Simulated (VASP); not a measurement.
# Tl (Im-3m) in VASP: further runs

The runs below take Tl through single point, with PBEsol.

Program: VASP 6.6.1. These are calculated values, not measurements. Logs are shortened: lines on timing, memory, paths and dates and some standing lists are left out, and cuts for length are marked.

### Step 1. The cell of the first run

The structure is cubic, space group Im-3m (No. 229). Conventional cell: a = 3.964 Å, b = 3.964 Å, c = 3.964 Å, α = 90.00°, β = 90.00°, γ = 90.00°. Within 4.5 Å of Tl (site symmetry m-3m) lie 14 Tl at 3.43 to 3.96 Å.

### Step 2. Single point, PBEsol (strained)

INCAR reads:

```
  ALGO = Fast
  EDIFF = 1E-6
  ENCUT = 520
  GGA = PS
  ISIF = 2
  ISMEAR = 0
  LASPH = T
  LCHARG = T
  LELF = T
  LREAL = F
  LVHAR = T
  LWAVE = F
  NBANDS = 12
  NELM = 100
  PREC = Accurate
  SIGMA = 0.1
```

KPOINTS reads:

```
k-points
0
Gamma
  16 16 16
```

POSCAR reads:

```
Tl
1.0
   -1.9822462500      1.9822462500      1.9822462500
    1.9822462500     -1.9822462500      1.9822462500
    1.9822462500      1.9822462500     -1.9822462500
Tl
1
Direct
    0.0000000000      0.0000000000      0.0000000000
```

Potentials or basis: VASP PAW PBE potentials, release 64 (Tl_d).

Command:

```console
cat potpaw_PBE.64/Tl_d/POTCAR > POTCAR
mpirun -np 1 vasp_std > vasp.out
```

OUTCAR:

```text
EDIFF = 1E-6
   ENCUT = 520
   GGA = PS
   ISIF = 2
   ISMEAR = 0
   LASPH = T
   LREAL = F
   NELM = 100
   PREC = Accurate

 ion  position               nearest neighbor table
   1  0.000  0.000  0.000-

  LATTYP: Found a body centered cubic cell.
 ALAT       =     3.9644925000

  Lattice vectors:

 A1 = (  -1.9822462500,   1.9822462500,   1.9822462500)
 A2 = (   1.9822462500,  -1.9822462500,   1.9822462500)
 A3 = (   1.9822462500,   1.9822462500,  -1.9822462500)

Analysis of symmetry for initial positions (statically):
=====================================================================
 Subroutine PRICEL returns:
 Original cell was already a primitive cell.

 Routine SETGRP: Setting up the symmetry group for a
 body centered cubic supercell.

 Subroutine GETGRP returns: Found 48 space group operations
 (whereof 48 operations were pure point group operations)
 out of a pool of 48 trial point group operations.

The static configuration has the point symmetry O_h .

Analysis of symmetry for dynamics (positions and initial velocities):
=====================================================================
 Subroutine PRICEL returns:
 Original cell was already a primitive cell.

 Routine SETGRP: Setting up the symmetry group for a
 body centered cubic supercell.

 Subroutine GETGRP returns: Found 48 space group operations
 (whereof 48 operations were pure point group operations)
 out of a pool of 48 trial point group operations.

The dynamic configuration has the point symmetry O_h .

 Subroutine INISYM returns: Found 48 space group operations
 (whereof 48 operations are pure point group operations),
 and found     1 'primitive' translations

----------------------------------------------------------------------------------------

                                     Primitive cell

  volume of cell :      31.1554

  direct lattice vectors                    reciprocal lattice vectors
    -1.982246250  1.982246250  1.982246250     0.000000000  0.252239095  0.252239095
     1.982246250 -1.982246250  1.982246250     0.252239095  0.000000000  0.252239095
     1.982246250  1.982246250 -1.982246250     0.252239095  0.252239095  0.000000000

  length of vectors
     3.433351218  3.433351218  3.433351218     0.356719949  0.356719949  0.356719949

  position of ions in fractional coordinates (direct lattice)
     0.000000000  0.000000000  0.000000000

  ion indices of the primitive-cell ions
   primitive index   ion index
                 1           1

----------------------------------------------------------------------------------------

 KPOINTS: k-points

Automatic generation of k-mesh.
 Grid dimensions read from file:
 generate k-points for:   16   16   16

 Generating k-lattice:

  Cartesian coordinates                     Fractional coordinates (reciprocal lattice)
     0.000000000  0.015764943  0.015764943     0.062500000  0.000000000  0.000000000
     0.015764943  0.000000000  0.015764943     0.000000000  0.062500000  0.000000000
     0.015764943  0.015764943  0.000000000     0.000000000  0.000000000  0.062500000

  Length of vectors
     0.022294997  0.022294997  0.022294997

  Shift w.r.t. Gamma in fractional coordinates (k-lattice)
     0.000000000  0.000000000  0.000000000

 Subroutine IBZKPT returns following result:
 ===========================================

 Found    145 irreducible k-points:

 Following reciprocal coordinates:
            Coordinates               Weight
  0.000000  0.000000  0.000000      1.000000
  0.062500  0.000000  0.000000     12.000000
  0.125000  0.000000  0.000000     12.000000
  0.187500  0.000000  0.000000     12.000000
  0.250000  0.000000  0.000000     12.000000
  0.312500  0.000000  0.000000     12.000000
[... 16 lines left out ...]
  0.187500  0.187500  0.000000     24.000000
  0.250000  0.187500  0.000000     48.000000
 [... further k-points ...]
   k-points           NKPTS =    145   k-points in BZ     NKDIM =    145   number of bands    NBANDS=     12
   number of dos      NEDOS =    301   number of ions     NIONS =      1
   total plane-waves  NPLWV =  21952
   dimension x,y,z NGX =    28 NGY =   28 NGZ =   28
   dimension x,y,z NGXF=    56 NGYF=   56 NGZF=   56
   ions per type =               1
   NGX,Y,Z   is equivalent  to a cutoff of  13.56, 13.56, 13.56 a.u.
   NGXF,Y,Z  is equivalent  to a cutoff of  27.12, 27.12, 27.12 a.u.
 SYSTEM =  unknown system
   PREC   = accura    normal or accurate (medium, high low for compatibility)
   ISTART =      0    job   : 0-new  1-cont  2-samecut
   ICHARG =      2    charge: 1-file 2-atom 10-const
   ISPIN  =      1    spin polarized calculation?
   LNONCOLLINEAR =      F non collinear calculations
   LSORBIT =      F    spin-orbit coupling
   LASPH  =      T    aspherical Exc in radial PAW
   ENCUT  =  520.0 eV  38.22 Ry    6.18 a.u.   6.38  6.38  6.38*2*pi/ulx,y,z
   NELM   =    100;   NELMIN=  2; NELMDL= -5     # of ELM steps
   EDIFF  = 0.1E-05   stopping-criterion for ELM
   LREAL  =      F    real-space projection
   EDIFFG = 0.1E-04   stopping-criterion for IOM
   NSW    =      0    number of steps for IOM
   IBRION =     -1    ionic relax: 0-MD 1-quasi-New 2-CG
   NFREE  =      0    steps in history (QN), initial steepest desc. (CG)
   ISIF   =      2    stress and relaxation
   ISYM   =      2    0-nonsym 1-usesym 2-fastsym
   POTIM  = 0.5000    time-step for ionic-motion
   TEBEG  =    0.0;   TEEND  =   0.0 temperature during run
   PSTRESS=    0.0 pullay stress
   NELECT =      13.0000    total number of electrons
   NUPDOWN=      -1.0000    fix difference up-down
   EMIN   =  10.00;   EMAX   =-10.00  energy-range for DOS
   EFERMI =   0.00;   METHOD = LEGACY
   ISMEAR =     0;   SIGMA  =   0.10  broadening in eV -4-tet -1-fermi 0-gaus
   EFERMI_NEDOS =   21; number of points for ismear=-14 and -15
   IALGO  =     68    algorithm
   IMIX   =      4    mixing-type and parameters
     AMIX     =   0.40;   BMIX     =  1.00
     AMIX_MAG =   1.60;   BMIX_MAG =  1.00
  volume/ion in A,a.u.               =      31.16       210.25
  Fermi-wavevector in a.u.,A,eV,Ry     =   1.223334  2.311766 20.361742  1.496546
  Thomas-Fermi vector in A             =   2.358449
   LORBIT       =      0    0 simple, 1 ext, 2 COOP (PROOUT), +10 PAW based schemes
   GGA     = PS    functional components
   LHFCALC =     F    Hartree Fock is set to
   AEXX    =    0.0000 exact exchange contribution
   IVDW    =     0    specifies the selected vdW correction
   LEPSILON=     F    determine dielectric tensor
   LRPA    =     F    only Hartree local field effects (RPA)
 non-spin polarized calculation
 RMM-DIIS sequential band-by-band and
 Gauss-broadening in eV      SIGMA  =   0.10
  energy-cutoff  :      520.00
  volume of cell :       31.16
 maximum number of plane-waves:       887
 NGX is ok and might be reduce to    28
   NGX = 13   NGY = 13   NGZ = 13

 number of electron      12.9999999 magnetization

 Free energy of the ion-electron system (eV)
  ---------------------------------------------------
  ext. energy  EPLUGINS =         0.00000000
  ---------------------------------------------------
  free energy    TOTEN  =        -2.60592981 eV

  energy without entropy =       -2.60265380  energy(sigma->0) =       -2.60429180

 E-fermi :   5.4819     XC(G=0):  -9.9465

 val. band max:        5.4293523483   @ k =  -0.3750   0.4375   0.1875
 cond. band min:       5.4946162359   @ k =  -0.4375  -0.4375   0.2500
 fundamental gap:      0.0652638876
 Fermi energy:         5.4819212778

 k-point     1 :       0.0000    0.0000    0.0000
  band No.  band energies     occupation
      1      -5.9735      2.00000
      2      -5.9735      2.00000
      3      -5.9735      2.00000
      4      -5.6192      2.00000
      5      -5.6192      2.00000
      6      -3.9801      2.00000
      7      15.4790      0.00000
      8      15.4790      0.00000
      9      15.4790      0.00000
     10      17.6285      0.00000
     11      17.6285      0.00000
     12      17.6285      0.00000

 k-point     2 :       0.0625    0.0000    0.0000
  band No.  band energies     occupation
      1      -5.9791      2.00000
      2      -5.9687      2.00000
      3      -5.9527      2.00000
      4      -5.6253      2.00000
      5      -5.6192      2.00000
      6      -3.8983      2.00000
      7      14.5614      0.00000
      8      15.1751      0.00000
      9      15.3222      0.00000
     10      17.2066      0.00000
     11      17.5204      0.00000
     12      17.5702      0.00000

 k-point     3 :       0.1250    0.0000    0.0000
  band No.  band energies     occupation
      1      -5.9952      2.00000
      2      -5.9594      2.00000
      3      -5.8932      2.00000
      4      -5.6416      2.00000
      5      -5.6195      2.00000
      6      -3.6501      2.00000
      7      12.7075      0.00000
      8      14.4502      0.00000
      9      14.8696      0.00000
     10      16.5928      0.00000
     11      17.2670      0.00000
     12      17.6293      0.00000
[... 286 lines left out ...]
 k-point    23 :       0.1875    0.1875    0.0000
  band No.  band energies     occupation
      1      -6.0483      2.00000
      2      -5.9445      2.00000
      3      -5.6844      2.00000
      4      -5.6662      2.00000
      5      -5.5932      2.00000
      6      -1.7236      2.00000
      7       7.4325      0.00000
      8       9.7477      0.00000
      9      12.5411      0.00000
     10      17.1383      0.00000
     11      17.2419      0.00000
     12      19.8204      0.00000

 k-point    24 :       0.2500    0.1875    0.0000
  band No.  band energies     occupation
      1      -6.0644      2.00000
      2      -5.9399      2.00000
      3      -5.6762      2.00000
      4      -5.6627      2.00000
      5      -5.5490      2.00000
      6      -0.9313      2.00000
      7       6.1494      0.00000
      8       8.8021      0.00000
      9      12.1216      0.00000
     10      16.9029      0.00000
     11      17.8429      0.00000
     12      20.1515      0.00000

 [... further k-points ...]

------------------------ aborting loop because EDIFF is reached ----------------------------------------

  FORCE on cell =-STRESS in cart. coord.  units (eV):
  Direction    XX          YY          ZZ          XY          YZ          ZX
  --------------------------------------------------------------------------------------
  -------------------------------------------------------------------------------------
  Total       -0.4961982     -0.4961982     -0.4961982      0.0000000      0.0000000      0.0000000
  in kB      -25.5171975    -25.5171975    -25.5171975      0.0000000      0.0000000      0.0000000
  external PRESSURE =     -25.5171975 kB  Pullay stress =       0.0000000 kB

 VOLUME and BASIS-vectors are now :
 -----------------------------------------------------------------------------
  energy-cutoff  :      520.00
  volume of cell :       31.16
      direct lattice vectors                 reciprocal lattice vectors
    -1.982246250  1.982246250  1.982246250     0.000000000  0.252239095  0.252239095
     1.982246250 -1.982246250  1.982246250     0.252239095  0.000000000  0.252239095
     1.982246250  1.982246250 -1.982246250     0.252239095  0.252239095  0.000000000

 POSITION                                       TOTAL-FORCE (eV/Angst)
 -----------------------------------------------------------------------------------
      0.00000      0.00000      0.00000         0.000000      0.000000      0.000000
 -----------------------------------------------------------------------------------
    total drift:                               -0.000000     -0.000000     -0.000000

  FREE ENERGIE OF THE ION-ELECTRON SYSTEM (eV)
  ---------------------------------------------------
  free  energy   TOTEN  =        -2.6059298094 eV

  energy  without entropy=       -2.6026537996  energy(sigma->0) =       -2.60429180
```

Wall time 42 s (1 thread of Intel Xeon Platinum 8259CL at 2.50GHz (Skylake/Cascade Lake), shared host); peak memory 0.19 GiB.

What came out:

- Free energy: -2.6059 eV
- Pressure: -2.6 GPa

Caveat: the cell differs from its parent crystal (strained); the PAW data sets were made with another functional, which shifts forces and pressure a little; spin-orbit coupling is left out, which moves the levels of the heavy elements.

### Step 3. Single point, PBEsol (strained)

INCAR reads:

```
SYSTEM = Tl
ALGO     = Normal         ! electronic algorithm
EDIFF    = 1E-6           ! SCF threshold, eV
ENCUT    = 520            ! plane-wave cutoff, eV
GGA      = PS             ! functional
ISIF     = 2              ! what is computed and relaxed
ISMEAR   = 0              ! smearing method
LASPH    = .True.         ! aspherical terms in the spheres
LCHARG   = .True.         ! write CHGCAR
LELF     = .True.         ! ELF
LREAL    = .False.        ! projectors in reciprocal space
LVHAR    = .True.       
LWAVE    = .False.        ! write WAVECAR
NBANDS   = 12             ! bands
NELM     = 100            ! most SCF steps
PREC     = Accurate       ! precision mode
SIGMA    = 0.1            ! smearing width, eV
```

KPOINTS reads:

```
k-points
0
Gamma
  16 16 16
  0 0 0
```

POSCAR reads:

```
Tl
1.0
   -2.0146997700      2.0146997700      2.0146997700
    2.0146997700     -2.0146997700      2.0146997700
    2.0146997700      2.0146997700     -2.0146997700
Tl
1
Direct
    0.0000000000      0.0000000000      0.0000000000
```

Potentials or basis: VASP PAW PBE potentials, release 64 (Tl_d).

Command:

```console
cat potpaw_PBE.64/Tl_d/POTCAR > POTCAR
mpirun -np 1 vasp_std > vasp.out
```

It took 42 s on 1 thread of Intel Xeon Platinum 8259CL at 2.50GHz (Skylake/Cascade Lake), shared host; peak memory 0.19 GiB.

Results (log left out):

* Free energy: -2.5772 eV
* Pressure: -3.5 GPa

Levels at points of the mesh, in eV from the Fermi level:
```tsv
k point	band 2	band 3	band 4	band 5	band 6	band 7	band 8	band 9	band 10	band 11
(0.00, 0.00, 0.00)	-11.41	-11.41	-11.10	-11.10	-9.17	9.52	9.52	9.52	12.01	12.01
(0.50, 0.00, 0.00)	-11.49	-11.12	-11.10	-10.89	-5.06	-2.22	5.30	6.72	9.11	10.43
(0.50, 0.50, 0.50)	-11.54	-10.94	-10.94	-10.94	-2.27	1.46	1.46	1.46	6.10	6.10
```

Caveat: the cell differs from its parent crystal (strained); the PAW data sets were made with another functional, which shifts forces and pressure a little; spin-orbit coupling is left out, which moves the levels of the heavy elements.

### Step 4. Single point, PBEsol

This run uses another cell than the first one, of 29.25 Å³/atom, 0.939 times its volume.

INCAR reads:

```
SYSTEM = Tl
ALGO     = Normal         ! electronic algorithm
EDIFF    = 1E-6           ! SCF threshold, eV
ENCUT    = 500            ! plane-wave cutoff, eV
GGA      = PS             ! functional
GGA_COMPAT= .FALSE.      
ISIF     = 2              ! what is computed and relaxed
ISMEAR   = 0              ! smearing method
LASPH    = .TRUE.         ! aspherical terms in the spheres
LCHARG   = .FALSE.        ! write CHGCAR
LREAL    = .FALSE.        ! projectors in reciprocal space
LWAVE    = .FALSE.        ! write WAVECAR
NBANDS   = 12             ! bands
NELM     = 120            ! most SCF steps
PREC     = Accurate       ! precision mode
SIGMA    = 0.1            ! smearing width, eV
```

KPOINTS reads:

```
k-points
0
G
  6 6 6
  0 0 0
```

POSCAR reads:

```
Tl
1.0
   -1.9410000000      1.9410000000      1.9410000000
    1.9410000000     -1.9410000000      1.9410000000
    1.9410000000      1.9410000000     -1.9410000000
Tl
1
Direct
    0.0000000000      0.0000000000      0.0000000000
```

Potentials or basis: VASP PAW PBE potentials, release 64 (Tl_d).

Command:

```console
cat potpaw_PBE.64/Tl_d/POTCAR > POTCAR
mpirun -np 1 vasp_std > vasp.out
```

OUTCAR:

```text
SYSTEM = Tl
   EDIFF = 1E-6
   ENCUT = 500
   GGA = PS
   ISIF = 2
   ISMEAR = 0
   LASPH = .TRUE.
   LREAL = .FALSE.
   NELM = 120
   PREC = Accurate

 ion  position               nearest neighbor table
   1  0.000  0.000  0.000-

  LATTYP: Found a body centered cubic cell.
 ALAT       =     3.8820000000

  Lattice vectors:

 A1 = (  -1.9410000000,   1.9410000000,   1.9410000000)
[... 409 lines left out ...]
      9       7.5691      0.00000
     10      12.5657      0.00000
     11      12.5657      0.00000
     12      24.2789      0.00000

------------------------ aborting loop because EDIFF is reached ----------------------------------------

  FORCE on cell =-STRESS in cart. coord.  units (eV):
  Direction    XX          YY          ZZ          XY          YZ          ZX
  --------------------------------------------------------------------------------------
  -------------------------------------------------------------------------------------
  Total       -0.1348014     -0.1348014     -0.1348014      0.0000000      0.0000000      0.0000000
  in kB       -7.3836013     -7.3836013     -7.3836013      0.0000000      0.0000000      0.0000000
  external PRESSURE =      -7.3836013 kB  Pullay stress =       0.0000000 kB

 VOLUME and BASIS-vectors are now :
 -----------------------------------------------------------------------------
  energy-cutoff  :      500.00
  volume of cell :       29.25
      direct lattice vectors                 reciprocal lattice vectors
    -1.941000000  1.941000000  1.941000000     0.000000000  0.257599176  0.257599176
     1.941000000 -1.941000000  1.941000000     0.257599176  0.000000000  0.257599176
     1.941000000  1.941000000 -1.941000000     0.257599176  0.257599176  0.000000000

 POSITION                                       TOTAL-FORCE (eV/Angst)
 -----------------------------------------------------------------------------------
      0.00000      0.00000      0.00000        -0.000000      0.000000      0.000000
 -----------------------------------------------------------------------------------
    total drift:                               -0.000000     -0.000000     -0.000000

  FREE ENERGIE OF THE ION-ELECTRON SYSTEM (eV)
  ---------------------------------------------------
  free  energy   TOTEN  =        -2.6160923316 eV

  energy  without entropy=       -2.6093159688  energy(sigma->0) =       -2.61270415
```

OSZICAR:

```text
N       E                     dE             d eps       ncg     rms          rms(c)
DAV:   1     0.476308940617E+02    0.47631E+02   -0.67253E+03   408   0.924E+02
DAV:   2    -0.212865888773E+01   -0.49760E+02   -0.48911E+02   444   0.204E+02
DAV:   3    -0.264985774658E+01   -0.52120E+00   -0.52089E+00   448   0.186E+01
DAV:   4    -0.265208068113E+01   -0.22229E-02   -0.22228E-02   432   0.146E+00
DAV:   5    -0.265210585030E+01   -0.25169E-04   -0.25168E-04   436   0.151E-01    0.209E+00
DAV:   6    -0.262172670735E+01    0.30379E-01   -0.48625E-02   412   0.207E+00    0.149E+00
DAV:   7    -0.261647087260E+01    0.52558E-02   -0.14558E-02   420   0.111E+00    0.664E-01
DAV:   8    -0.261608989378E+01    0.38098E-03   -0.46949E-04   420   0.217E-01    0.377E-02
DAV:   9    -0.261609124738E+01   -0.13536E-05   -0.31228E-06   452   0.195E-02    0.830E-03
DAV:  10    -0.261609233176E+01   -0.10844E-05   -0.10979E-06   364   0.112E-02    0.607E-04
DAV:  11    -0.261609233161E+01    0.15802E-09   -0.47827E-08   216   0.179E-03
   1 F= -.26160923E+01 E0= -.26127042E+01  d E =-.677636E-02
```

It took 10 s on 1 thread of Intel Xeon Platinum 8375C at 2.90GHz (Ice Lake), shared host; peak memory 0.15 GiB.

Results:

* Free energy: -2.6161 eV
* Pressure: -0.7 GPa

Levels at points of the mesh, in eV from the Fermi level:
```csv
k point,band 2,band 3,band 4,band 5,band 6,band 7,band 8,band 9,band 10,band 11
"(0.00, 0.00, 0.00)",-11.38,-11.38,-10.97,-10.97,-9.71,10.80,10.80,10.80,12.46,12.46
"(0.50, 0.00, 0.00)",-11.52,-10.99,-10.96,-10.69,-4.83,-2.48,5.93,7.27,10.11,11.32
"(0.50, 0.50, 0.50)",-11.58,-10.76,-10.76,-10.76,-1.51,1.62,1.62,1.62,6.61,6.61
```

Caveat: the k points lie up to 0.38 Å⁻¹ apart; the PAW data sets were made with another functional, which shifts forces and pressure a little; spin-orbit coupling is left out, which moves the levels of the heavy elements.

### Step 5. Overview

```tsv
cell	k mesh	cutoff (eV)	gap on the mesh (eV)	pressure (GPa)
a = 3.433 Å, angles 109.5°, 1 atom	16 × 16 × 16	520	none	-2.6
a = 3.490 Å, angles 109.5°, 1 atom	16 × 16 × 16	520	none	-3.5
a = 3.362 Å, angles 109.5°, 1 atom	6 × 6 × 6	500	none	-0.7
```

Alike in all rows: task single point; level PBEsol; potentials or basis VASP PAW PBE potentials, release 64 (Tl_d); no spin polarisation; smearing gaussian 0.1 eV.

Caveats: some runs use coarse meshes; the PAW data sets were made with another functional, which shifts forces and pressure a little; spin-orbit coupling is left out, which moves the levels of the heavy elements.

Absolute energies hang on the potentials; compare differences alone.
